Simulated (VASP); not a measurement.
# Te (C2/m) in VASP: further runs, part 2 of 2

VASP 6.6.1.

## 3. Single point, LDA (27.02 Å³/atom)

This run uses another cell than the first one, of 27.02 Å³/atom.

INCAR

```
SYSTEM = Te
ALGO     = Normal         ! electronic algorithm
EDIFF    = 1E-7           ! SCF threshold, eV
ENCUT    = 520            ! plane-wave cutoff, eV
ISIF     = 2              ! what is computed and relaxed
ISMEAR   = -1             ! smearing method
LASPH    = .TRUE.         ! aspherical terms in the spheres
LCHARG   = .TRUE.         ! write CHGCAR
LELF     = .TRUE.         ! ELF
LREAL    = .FALSE.        ! projectors in reciprocal space
LVHAR    = .TRUE.       
LWAVE    = .FALSE.        ! write WAVECAR
NBANDS   = 16             ! bands
NELM     = 100            ! most SCF steps
PREC     = Accurate       ! precision mode
SIGMA    = 0.05           ! smearing width, eV
```

KPOINTS

```
k-points
0
G
  8 8 8
  0 0 0
```

POSCAR

```
Te
1.0
    4.2621412146     -2.3869037689      0.0000000000
    4.2621412146      2.3869037689      0.0000000000
   -0.1313139325      0.0000000000      3.9835583797
Te
3
Direct
    0.6760000000      0.6760000000      0.6750000000
    0.3240000000      0.3240000000      0.3250000000
    0.0000000000      0.0000000000      0.0000000000
```

Potentials or basis: VASP PAW LDA potentials, release 64 (Te).

Started as:

```bash
cat potpaw_LDA.64/Te/POTCAR > POTCAR
mpirun -np 1 vasp_std > vasp.out
```

OUTCAR:

```text
SYSTEM = Te
   EDIFF = 1E-7
   ENCUT = 520
   ISIF = 2
   ISMEAR = -1
   LASPH = .TRUE.
   LREAL = .FALSE.
   NELM = 100
   PREC = Accurate

 ion  position               nearest neighbor table
   1  0.676  0.676  0.675-   3 3.01   2 3.06   2 3.06   3 3.12   3 3.12   2 3.27
   2  0.324  0.324  0.325-   3 3.01   1 3.06   1 3.06   3 3.12   3 3.12   1 3.27
   3  0.000  0.000  0.000-   1 3.01   2 3.01   1 3.12   1 3.12   2 3.12   2 3.12

  LATTYP: Found a base centered monoclinic cell.
 ALAT       =     8.5242824292
 B/A-ratio  =     0.5600245625
 C/A-ratio  =     0.4675727418
 COS(beta)  =    -0.0329460833

  Lattice vectors:

 A1 = (   4.2621412146,  -2.3869037689,   0.0000000000)
 A2 = (   4.2621412146,   2.3869037689,   0.0000000000)
 A3 = (  -0.1313139325,   0.0000000000,   3.9835583797)

Analysis of symmetry for initial positions (statically):
=====================================================================
 Subroutine PRICEL returns:
 Original cell was already a primitive cell.

 Routine SETGRP: Setting up the symmetry group for a
 base centered monoclinic supercell.

 Subroutine GETGRP returns: Found  4 space group operations
 (whereof  4 operations were pure point group operations)
 out of a pool of  4 trial point group operations.

The static configuration has the point symmetry C_2h.

Analysis of symmetry for dynamics (positions and initial velocities):
=====================================================================
 Subroutine PRICEL returns:
 Original cell was already a primitive cell.

 Routine SETGRP: Setting up the symmetry group for a
 base centered monoclinic supercell.

 Subroutine GETGRP returns: Found  4 space group operations
 (whereof  4 operations were pure point group operations)
 out of a pool of  4 trial point group operations.

The dynamic configuration has the point symmetry C_2h.

 Subroutine INISYM returns: Found  4 space group operations
 (whereof  4 operations are pure point group operations),
 and found     1 'primitive' translations

----------------------------------------------------------------------------------------

                                     Primitive cell

  volume of cell :      81.0520

  direct lattice vectors                    reciprocal lattice vectors
     4.262141215 -2.386903769  0.000000000     0.117311927 -0.209476396  0.003867068
     4.262141215  2.386903769  0.000000000     0.117311927  0.209476396  0.003867068
    -0.131313933  0.000000000  3.983558380     0.000000000  0.000000000  0.251031843

  length of vectors
     4.884993074  4.884993074  3.985722107     0.240119560  0.240119560  0.251031843

  position of ions in fractional coordinates (direct lattice)
     0.676000000  0.676000000  0.675000000
     0.324000000  0.324000000  0.325000000
     0.000000000  0.000000000  0.000000000

  ion indices of the primitive-cell ions
   primitive index   ion index
                 1           1
                 2           2
                 3           3

----------------------------------------------------------------------------------------

 KPOINTS: k-points

Automatic generation of k-mesh.
 Grid dimensions read from file:
 generate k-points for:    8    8    8

 Generating k-lattice:

  Cartesian coordinates                     Fractional coordinates (reciprocal lattice)
     0.014663991 -0.026184550  0.000483383     0.125000000  0.000000000  0.000000000
     0.014663991  0.026184550  0.000483383     0.000000000  0.125000000  0.000000000
     0.000000000  0.000000000  0.031378980     0.000000000  0.000000000  0.125000000

  Length of vectors
     0.030014945  0.030014945  0.031378980

  Shift w.r.t. Gamma in fractional coordinates (k-lattice)
     0.000000000  0.000000000  0.000000000

 Subroutine IBZKPT returns following result:
 ===========================================

 Found    150 irreducible k-points:

 Following reciprocal coordinates:
            Coordinates               Weight
  0.000000  0.000000  0.000000      1.000000
  0.125000 -0.000000  0.000000      4.000000
  0.250000 -0.000000  0.000000      4.000000
  0.375000 -0.000000  0.000000      4.000000
  0.500000 -0.000000  0.000000      2.000000
  0.125000  0.125000  0.000000      2.000000
[... 16 lines left out ...]
  0.125000 -0.000000  0.125000      4.000000
  0.250000 -0.000000  0.125000      4.000000
 [... further k-points ...]
   k-points           NKPTS =    150   k-points in BZ     NKDIM =    150   number of bands    NBANDS=     16
   number of dos      NEDOS =    301   number of ions     NIONS =      3
   total plane-waves  NPLWV =  38880
   dimension x,y,z NGX =    36 NGY =   36 NGZ =   30
   dimension x,y,z NGXF=    72 NGYF=   72 NGZF=   60
   ions per type =               3
   NGX,Y,Z   is equivalent  to a cutoff of  12.25, 12.25, 12.51 a.u.
   NGXF,Y,Z  is equivalent  to a cutoff of  24.50, 24.50, 25.03 a.u.
 SYSTEM =  Te
   PREC   = accura    normal or accurate (medium, high low for compatibility)
   ISTART =      0    job   : 0-new  1-cont  2-samecut
   ICHARG =      2    charge: 1-file 2-atom 10-const
   ISPIN  =      1    spin polarized calculation?
   LNONCOLLINEAR =      F non collinear calculations
   LSORBIT =      F    spin-orbit coupling
   LASPH  =      T    aspherical Exc in radial PAW
   ENCUT  =  520.0 eV  38.22 Ry    6.18 a.u.   9.08  9.08  7.41*2*pi/ulx,y,z
   NELM   =    100;   NELMIN=  2; NELMDL= -5     # of ELM steps
   EDIFF  = 0.1E-06   stopping-criterion for ELM
   LREAL  =      F    real-space projection
   EDIFFG = 0.1E-05   stopping-criterion for IOM
   NSW    =      0    number of steps for IOM
   IBRION =     -1    ionic relax: 0-MD 1-quasi-New 2-CG
   NFREE  =      0    steps in history (QN), initial steepest desc. (CG)
   ISIF   =      2    stress and relaxation
   ISYM   =      2    0-nonsym 1-usesym 2-fastsym
   POTIM  = 0.5000    time-step for ionic-motion
   TEBEG  =    0.0;   TEEND  =   0.0 temperature during run
   PSTRESS=    0.0 pullay stress
   NELECT =      18.0000    total number of electrons
   NUPDOWN=      -1.0000    fix difference up-down
   EMIN   =  10.00;   EMAX   =-10.00  energy-range for DOS
   EFERMI =   0.00;   METHOD = LEGACY
   ISMEAR =    -1;   SIGMA  =   0.05  broadening in eV -4-tet -1-fermi 0-gaus
   EFERMI_NEDOS =   21; number of points for ismear=-14 and -15
   IALGO  =     38    algorithm
   IMIX   =      4    mixing-type and parameters
     AMIX     =   0.40;   BMIX     =  1.00
     AMIX_MAG =   1.60;   BMIX_MAG =  1.00
  volume/ion in A,a.u.               =      27.02       182.32
  Fermi-wavevector in a.u.,A,eV,Ry     =   0.991390  1.873455 13.372531  0.982853
  Thomas-Fermi vector in A             =   2.123127
   LORBIT       =      0    0 simple, 1 ext, 2 COOP (PROOUT), +10 PAW based schemes
   GGA     = CA    functional components
   LHFCALC =     F    Hartree Fock is set to
   AEXX    =    0.0000 exact exchange contribution
   IVDW    =     0    specifies the selected vdW correction
   LEPSILON=     F    determine dielectric tensor
   LRPA    =     F    only Hartree local field effects (RPA)
 non-spin polarized calculation
  energy-cutoff  :      520.00
  volume of cell :       81.05
 maximum number of plane-waves:      2198
   NGX = 19   NGY = 19   NGZ = 15

 number of electron      17.9999999 magnetization

 Free energy of the ion-electron system (eV)
  ---------------------------------------------------
  ext. energy  EPLUGINS =         0.00000000
  ---------------------------------------------------
  free energy    TOTEN  =       -11.15633303 eV

  energy without entropy =      -11.14166537  energy(sigma->0) =      -11.14899920

 E-fermi :   8.5885     XC(G=0): -10.3973

 val. band max:        8.5839347966   @ k =   0.3750  -0.0000   0.5000
 cond. band min:       8.6001730104   @ k =  -0.1250   0.0000   0.1250
 fundamental gap:      0.0162382137
 Fermi energy:         8.5885162950

 k-point     1 :       0.0000    0.0000    0.0000
  band No.  band energies     occupation
      1      -6.0588      2.00000
      2      -1.0367      2.00000
      3      -0.9934      2.00000
      4       4.0003      2.00000
      5       4.2668      2.00000
      6       4.7759      2.00000
[... 8 lines left out ...]
     15      15.7879      0.00000
     16      15.8613      0.00000
[... 419 lines left out ...]
 k-point    24 :       0.2500   -0.0000    0.1250
  band No.  band energies     occupation
      1      -5.4295      2.00000
      2      -2.3173      2.00000
      3      -1.1646      2.00000
      4       2.9495      2.00000
      5       3.3018      2.00000
      6       6.1902      2.00000
[... 8 lines left out ...]
     15      15.8400      0.00000
     16      16.6004      0.00000

 [... further k-points ...]
[... 5 lines left out ...]
  --------------------------------------------------------------------------------------
  -------------------------------------------------------------------------------------
  Total        1.1860462      1.2761053      2.3955270      0.0000000      0.0000000      0.4840474
  in kB       23.4448943     25.2251149     47.3530257      0.0000000      0.0000000      9.5682941
  external PRESSURE =      32.0076783 kB  Pullay stress =       0.0000000 kB

 VOLUME and BASIS-vectors are now :
 -----------------------------------------------------------------------------
  energy-cutoff  :      520.00
  volume of cell :       81.05
      direct lattice vectors                 reciprocal lattice vectors
     4.262141215 -2.386903769  0.000000000     0.117311927 -0.209476396  0.003867068
     4.262141215  2.386903769  0.000000000     0.117311927  0.209476396  0.003867068
    -0.131313933  0.000000000  3.983558380     0.000000000  0.000000000  0.251031843

 POSITION                                       TOTAL-FORCE (eV/Angst)
 -----------------------------------------------------------------------------------
      5.67378      0.00000      2.68890        -0.362736      0.000000     -0.189422
      2.71919      0.00000      1.29466         0.362736      0.000000      0.189422
      0.00000      0.00000      0.00000        -0.000000      0.000000      0.000000
 -----------------------------------------------------------------------------------
    total drift:                               -0.000000      0.000000      0.000000

  FREE ENERGIE OF THE ION-ELECTRON SYSTEM (eV)
  ---------------------------------------------------
  free  energy   TOTEN  =       -11.1563330336 eV

  energy  without entropy=      -11.1416653699  energy(sigma->0) =      -11.14899920
```

Wall time 81 s (1 thread of Intel Xeon Platinum 8488C (Sapphire Rapids), shared host); peak memory 0.27 GiB.

What came out:

| Item | Value |
| --- | --- |
| Free energy | -11.1563 eV |
| Pressure | 3.2 GPa |
| Largest force | 0.409 eV/Å |
| Band gap on the k mesh | zero (bands 9 and 10 overlap by 3.31 eV) |

Forces in eV/Å, atoms in the order of the input:
```
Te  -0.363  0.000 -0.189
Te   0.363  0.000  0.189
Te   0.000  0.000  0.000
```

Stress tensor (GPa, compression positive):
```
2.34 0.00 0.96
0.00 2.52 0.00
0.96 0.00 4.74
```

Levels at points of the mesh, in eV from the Fermi level:
```tsv
k point	band 6	band 7	band 8	band 9	band 10	band 11	band 12	band 13
(0.00, 0.00, 0.00)	-3.81	-3.79	-2.11	-1.80	1.50	2.85	3.18	5.70
(0.50, 0.00, 0.00)	-2.66	-2.54	0.11	0.17	0.45	0.87	2.96	3.49
(0.50, 0.50, 0.00)	-2.70	-2.29	0.43	0.47	0.58	0.75	2.58	3.20
(0.00, 0.00, 0.50)	-2.71	-2.63	-1.81	-1.76	-1.73	-1.55	-0.99	2.83
(0.50, 0.00, 0.50)	-4.26	-3.80	-3.61	1.58	1.81	1.81	3.09	6.76
(0.50, 0.50, 0.50)	-3.87	-3.83	-3.66	1.48	1.61	2.13	2.59	6.67
```

Caveat: the cell stands under pressure; spin-orbit coupling is left out, which moves the levels of the heavy elements.
